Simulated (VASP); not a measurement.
# CsCl (Pm-3m) in VASP: a series of runs

Runs on CsCl. Level: r2SCAN. Tasks: single point.

All numbers are computed with VASP 6.6.1; they aren't measurements. Logs are shortened: lines on timing, memory, paths and dates and some standing lists are left out, and cuts for length are marked.

**1. The cell of the first run**

It takes space group Pm-3m (No. 221, cubic). Conventional cell: a = 3.967 Å, b = 3.967 Å, c = 3.967 Å, α = 90.00°, β = 90.00°, γ = 90.00°. Within 4.5 Å of Cs (site symmetry m-3m) lie 8 Cl at 3.44 Å and 6 Cs at 3.97 Å. Cl (site symmetry m-3m) has 8 Cs at 3.44 Å and 6 Cl at 3.97 Å within 4.5 Å.

**2. Single point, r2SCAN (31.23 Å³/atom)**

Contents of POSCAR:

```
CsCl
1.0
    3.9674645468      0.0000000000      0.0000000000
    0.0000000000      3.9674645468      0.0000000000
    0.0000000000      0.0000000000      3.9674645468
Cs Cl
1 1
Direct
    0.0000000000      0.0000000000      0.0000000000
    0.5000000000      0.5000000000      0.5000000000
```

Contents of INCAR.step1:

```
SYSTEM = CsCl
ALGO = Normal
EDIFF = 1E-5
ENCUT = 550
GGA = PE
GGA_COMPAT = .FALSE.
ISMEAR = 0
LASPH = .TRUE.
LCHARG = .FALSE.
LREAL = .FALSE.
LWAVE = .TRUE.
NBANDS = 15
NELM = 120
PREC = Accurate
SIGMA = 0.02
```

Contents of INCAR.step2:

```
SYSTEM = CsCl
ALGO = Normal
EDIFF = 1E-6
ENCUT = 550
GGA_COMPAT = .FALSE.
ISIF = 2
ISMEAR = 0
ISTART = 1
LASPH = .TRUE.
LCHARG = .TRUE.
LELF = .TRUE.
LMIXTAU = .TRUE.
LREAL = .FALSE.
LVHAR = .TRUE.
LWAVE = .FALSE.
METAGGA = R2SCAN
NBANDS = 15
NELM = 120
PREC = Accurate
SIGMA = 0.02
```

Contents of KPOINTS:

```
k-points
0
G
  6 6 6
  0 0 0
```

Potentials or basis: VASP PAW PBE potentials, release 64 (Cs_sv, Cl).

The run is started by

```sh
$ cat potpaw_PBE.64/Cs_sv/POTCAR potpaw_PBE.64/Cl/POTCAR > POTCAR
$ cp INCAR.step1 INCAR
$ mpirun -np 1 vasp_std > vasp.out
$ cp INCAR.step2 INCAR
$ mpirun -np 1 vasp_std > vasp.out
```

OUTCAR:

```text
SYSTEM = CsCl
   EDIFF = 1E-6
   ENCUT = 550
   ISIF = 2
   ISMEAR = 0
   ISTART = 1
   LASPH = .TRUE.
   LREAL = .FALSE.
   METAGGA = R2SCAN
   NELM = 120
   PREC = Accurate

 ion  position               nearest neighbor table
   1  0.000  0.000  0.000-
   2  0.500  0.500  0.500-

  LATTYP: Found a simple cubic cell.
 ALAT       =     3.9674645468

  Lattice vectors:

 A1 = (   3.9674645468,   0.0000000000,   0.0000000000)
 A2 = (   0.0000000000,   3.9674645468,   0.0000000000)
 A3 = (   0.0000000000,   0.0000000000,   3.9674645468)

Analysis of symmetry for initial positions (statically):
=====================================================================
 Subroutine PRICEL returns:
 Original cell was already a primitive cell.

 Routine SETGRP: Setting up the symmetry group for a
 simple cubic supercell.

 Subroutine GETGRP returns: Found 48 space group operations
 (whereof 48 operations were pure point group operations)
 out of a pool of 48 trial point group operations.

The static configuration has the point symmetry O_h .

Analysis of symmetry for dynamics (positions and initial velocities):
=====================================================================
 Subroutine PRICEL returns:
 Original cell was already a primitive cell.

 Routine SETGRP: Setting up the symmetry group for a
 simple cubic supercell.

 Subroutine GETGRP returns: Found 48 space group operations
 (whereof 48 operations were pure point group operations)
 out of a pool of 48 trial point group operations.

The dynamic configuration has the point symmetry O_h .

 Subroutine INISYM returns: Found 48 space group operations
 (whereof 48 operations are pure point group operations),
 and found     1 'primitive' translations

----------------------------------------------------------------------------------------

                                     Primitive cell

  volume of cell :      62.4510

  direct lattice vectors                    reciprocal lattice vectors
     3.967464547  0.000000000  0.000000000     0.252050141  0.000000000  0.000000000
     0.000000000  3.967464547  0.000000000     0.000000000  0.252050141  0.000000000
     0.000000000  0.000000000  3.967464547     0.000000000  0.000000000  0.252050141

  length of vectors
     3.967464547  3.967464547  3.967464547     0.252050141  0.252050141  0.252050141

  position of ions in fractional coordinates (direct lattice)
     0.000000000  0.000000000  0.000000000
     0.500000000  0.500000000  0.500000000

  ion indices of the primitive-cell ions
   primitive index   ion index
                 1           1
                 2           2

----------------------------------------------------------------------------------------

 KPOINTS: k-points

Automatic generation of k-mesh.
 Grid dimensions read from file:
 generate k-points for:    6    6    6

 Generating k-lattice:

  Cartesian coordinates                     Fractional coordinates (reciprocal lattice)
     0.042008357  0.000000000  0.000000000     0.166666667  0.000000000  0.000000000
     0.000000000  0.042008357  0.000000000     0.000000000  0.166666667  0.000000000
     0.000000000  0.000000000  0.042008357     0.000000000  0.000000000  0.166666667

  Length of vectors
     0.042008357  0.042008357  0.042008357

  Shift w.r.t. Gamma in fractional coordinates (k-lattice)
     0.000000000  0.000000000  0.000000000

 Subroutine IBZKPT returns following result:
 ===========================================

 Found     20 irreducible k-points:

 Following reciprocal coordinates:
            Coordinates               Weight
  0.000000  0.000000  0.000000      1.000000
  0.166667  0.000000  0.000000      6.000000
  0.333333  0.000000  0.000000      6.000000
  0.500000  0.000000  0.000000      3.000000
  0.166667  0.166667  0.000000     12.000000
  0.333333  0.166667  0.000000     24.000000
[... 12 lines left out ...]
  0.500000  0.500000  0.333333      6.000000
  0.500000  0.500000  0.500000      1.000000
   k-points           NKPTS =     20   k-points in BZ     NKDIM =     20   number of bands    NBANDS=     15
   number of dos      NEDOS =    301   number of ions     NIONS =      2
   total plane-waves  NPLWV =  27000
   dimension x,y,z NGX =    30 NGY =   30 NGZ =   30
   dimension x,y,z NGXF=    60 NGYF=   60 NGZF=   60
   ions per type =               1   1
   NGX,Y,Z   is equivalent  to a cutoff of  12.57, 12.57, 12.57 a.u.
   NGXF,Y,Z  is equivalent  to a cutoff of  25.14, 25.14, 25.14 a.u.
 SYSTEM =  CsCl
   PREC   = accura    normal or accurate (medium, high low for compatibility)
   ISTART =      1    job   : 0-new  1-cont  2-samecut
   ICHARG =      0    charge: 1-file 2-atom 10-const
   ISPIN  =      1    spin polarized calculation?
   LNONCOLLINEAR =      F non collinear calculations
   LSORBIT =      F    spin-orbit coupling
   LASPH  =      T    aspherical Exc in radial PAW
   ENCUT  =  550.0 eV  40.42 Ry    6.36 a.u.   7.59  7.59  7.59*2*pi/ulx,y,z
   NELM   =    120;   NELMIN=  2; NELMDL=  0     # of ELM steps
   EDIFF  = 0.1E-05   stopping-criterion for ELM
   LREAL  =      F    real-space projection
   EDIFFG = 0.1E-04   stopping-criterion for IOM
   NSW    =      0    number of steps for IOM
   IBRION =     -1    ionic relax: 0-MD 1-quasi-New 2-CG
   NFREE  =      0    steps in history (QN), initial steepest desc. (CG)
   ISIF   =      2    stress and relaxation
   ISYM   =      2    0-nonsym 1-usesym 2-fastsym
   POTIM  = 0.5000    time-step for ionic-motion
   TEBEG  =    0.0;   TEEND  =   0.0 temperature during run
   PSTRESS=    0.0 pullay stress
   NELECT =      16.0000    total number of electrons
   NUPDOWN=      -1.0000    fix difference up-down
   EMIN   =  10.00;   EMAX   =-10.00  energy-range for DOS
   EFERMI =   0.00;   METHOD = LEGACY
   ISMEAR =     0;   SIGMA  =   0.02  broadening in eV -4-tet -1-fermi 0-gaus
   EFERMI_NEDOS =   21; number of points for ismear=-14 and -15
   IALGO  =     38    algorithm
   IMIX   =      4    mixing-type and parameters
     AMIX     =   0.40;   BMIX     =  1.00
     AMIX_MAG =   1.60;   BMIX_MAG =  1.00
  volume/ion in A,a.u.               =      31.23       210.72
  Fermi-wavevector in a.u.,A,eV,Ry     =   1.039765  1.964871 14.709405  1.081111
  Thomas-Fermi vector in A             =   2.174310
   LORBIT       =      0    0 simple, 1 ext, 2 COOP (PROOUT), +10 PAW based schemes
   METAGGA = R2SCAN    functional components
   LHFCALC =     F    Hartree Fock is set to
   AEXX    =    0.0000 exact exchange contribution
   IVDW    =     0    specifies the selected vdW correction
   LEPSILON=     F    determine dielectric tensor
   LRPA    =     F    only Hartree local field effects (RPA)
 non-spin polarized calculation
 Gauss-broadening in eV      SIGMA  =   0.02
  energy-cutoff  :      550.00
  volume of cell :       62.45
 maximum number of plane-waves:      1856
   NGX = 15   NGY = 15   NGZ = 15

 number of electron      15.9999992 magnetization

 Free energy of the ion-electron system (eV)
  ---------------------------------------------------
  ext. energy  EPLUGINS =         0.00000000
  ---------------------------------------------------
  free energy    TOTEN  =       -35.44405885 eV

  energy without entropy =      -35.44405885  energy(sigma->0) =      -35.44405885

 E-fermi :   0.1160     XC(G=0):  -9.2408

 val. band max:       -0.0075703036   @ k =   0.0000   0.0000   0.0000
 cond. band min:       5.7401080835   @ k =   0.0000   0.0000   0.0000
 fundamental gap:      5.7476783871
 Fermi energy:         0.1159849084

 k-point     1 :       0.0000    0.0000    0.0000
  band No.  band energies     occupation
      1     -19.7991      2.00000
      2     -12.9176      2.00000
      3      -5.8110      2.00000
      4      -5.8110      2.00000
      5      -5.8110      2.00000
      6      -0.0076      2.00000
      7      -0.0076      2.00000
      8      -0.0076      2.00000
      9       5.7401      0.00000
     10       5.7401      0.00000
     11       6.6884      0.00000
     12      11.1211      0.00000
     13      11.1211      0.00000
     14      11.1211      0.00000
     15      14.2978      0.00000

 k-point     2 :       0.1667    0.0000    0.0000
  band No.  band energies     occupation
      1     -19.7643      2.00000
      2     -12.9435      2.00000
      3      -5.9931      2.00000
      4      -5.7576      2.00000
      5      -5.7576      2.00000
      6      -0.4204      2.00000
      7      -0.0966      2.00000
      8      -0.0966      2.00000
      9       5.9544      0.00000
     10       6.5131      0.00000
     11       7.4179      0.00000
     12      10.9053      0.00000
     13      10.9053      0.00000
     14      11.3127      0.00000
     15      12.6987      0.00000

 k-point     3 :       0.3333    0.0000    0.0000
  band No.  band energies     occupation
      1     -19.6927      2.00000
      2     -13.0019      2.00000
      3      -6.3042      2.00000
      4      -5.6454      2.00000
      5      -5.6454      2.00000
      6      -1.1154      2.00000
      7      -0.2833      2.00000
      8      -0.2833      2.00000
      9       6.5218      0.00000
     10       8.0981      0.00000
     11       9.1620      0.00000
     12      10.6978      0.00000
     13      10.6978      0.00000
     14      10.7579      0.00000
     15      11.8051      0.00000
[... 271 lines left out ...]
 k-point    19 :       0.5000    0.5000    0.3333
  band No.  band energies     occupation
      1     -19.4633      2.00000
      2     -12.7479      2.00000
      3      -6.6046      2.00000
      4      -6.6046      2.00000
      5      -6.2659      2.00000
      6      -1.1981      2.00000
      7      -1.1981      2.00000
      8      -1.1697      2.00000
      9       8.9210      0.00000
     10       9.3662      0.00000
     11       9.3662      0.00000
     12       9.9529      0.00000
     13      12.6074      0.00000
     14      12.6074      0.00000
     15      13.8998      0.00000

 k-point    20 :       0.5000    0.5000    0.5000
  band No.  band energies     occupation
      1     -19.4364      2.00000
      2     -12.7176      2.00000
      3      -6.5020      2.00000
      4      -6.5020      2.00000
      5      -6.5020      2.00000
      6      -1.4442      2.00000
      7      -1.4442      2.00000
      8      -1.4442      2.00000
      9       9.7086      0.00000
     10       9.7086      0.00000
     11       9.7086      0.00000
     12      12.0350      0.00000
     13      12.0350      0.00000
     14      12.0350      0.00000
     15      13.9700      0.00000

------------------------ aborting loop because EDIFF is reached ----------------------------------------

  FORCE on cell =-STRESS in cart. coord.  units (eV):
  Direction    XX          YY          ZZ          XY          YZ          ZX
  --------------------------------------------------------------------------------------
  -------------------------------------------------------------------------------------
  Total        1.3048073      1.3048073      1.3048073     -0.0000000     -0.0000000      0.0000000
  in kB       33.4747854     33.4747854     33.4747854     -0.0000000     -0.0000000      0.0000000
  external PRESSURE =      33.4747854 kB  Pullay stress =       0.0000000 kB

 VOLUME and BASIS-vectors are now :
 -----------------------------------------------------------------------------
  energy-cutoff  :      550.00
  volume of cell :       62.45
      direct lattice vectors                 reciprocal lattice vectors
     3.967464547  0.000000000  0.000000000     0.252050141  0.000000000  0.000000000
     0.000000000  3.967464547  0.000000000     0.000000000  0.252050141  0.000000000
     0.000000000  0.000000000  3.967464547     0.000000000  0.000000000  0.252050141

 POSITION                                       TOTAL-FORCE (eV/Angst)
 -----------------------------------------------------------------------------------
      0.00000      0.00000      0.00000         0.000000      0.000000      0.000000
      1.98373      1.98373      1.98373         0.000000      0.000000      0.000000
 -----------------------------------------------------------------------------------
    total drift:                                0.000000      0.000000     -0.000000

  FREE ENERGIE OF THE ION-ELECTRON SYSTEM (eV)
  ---------------------------------------------------
  free  energy   TOTEN  =       -35.4440588469 eV

  energy  without entropy=      -35.4440588469  energy(sigma->0) =      -35.44405885
```

Wall time 99 s (1 thread of Intel Xeon 8259CL, shared host); peak memory 0.18 GiB.

What came out:

| Quantity | Value |
| --- | --- |
| Free energy | -35.4441 eV |
| Pressure | 3.3 GPa |
| Band gap on the k mesh | 5.75 eV |

Levels at points of the mesh, in eV from the valence-band top:
```
           k point  band 4  band 5  band 6  band 7  band 8  band 9  band 10  band 11  band 12  band 13
(0.00, 0.00, 0.00)   -5.80   -5.80    0.00    0.00    0.00    5.75     5.75     6.70    11.13    11.13
(0.50, 0.00, 0.00)   -5.58   -5.58   -1.41   -0.37   -0.37    6.97     8.90     9.85    10.49    10.71
(0.50, 0.50, 0.00)   -6.87   -5.45   -0.45   -0.45   -0.15    6.66     6.74     8.74     8.74    13.71
(0.50, 0.50, 0.50)   -6.49   -6.49   -1.44   -1.44   -1.44    9.72     9.72     9.72    12.04    12.04
```

Caveat: the cell stands under pressure; the PAW data sets were made with another functional, which shifts forces and pressure a little; spin-orbit coupling is left out, which moves the levels of the heavy elements. A k mesh can miss the band edges.

(Continued in part 2 of 3.)
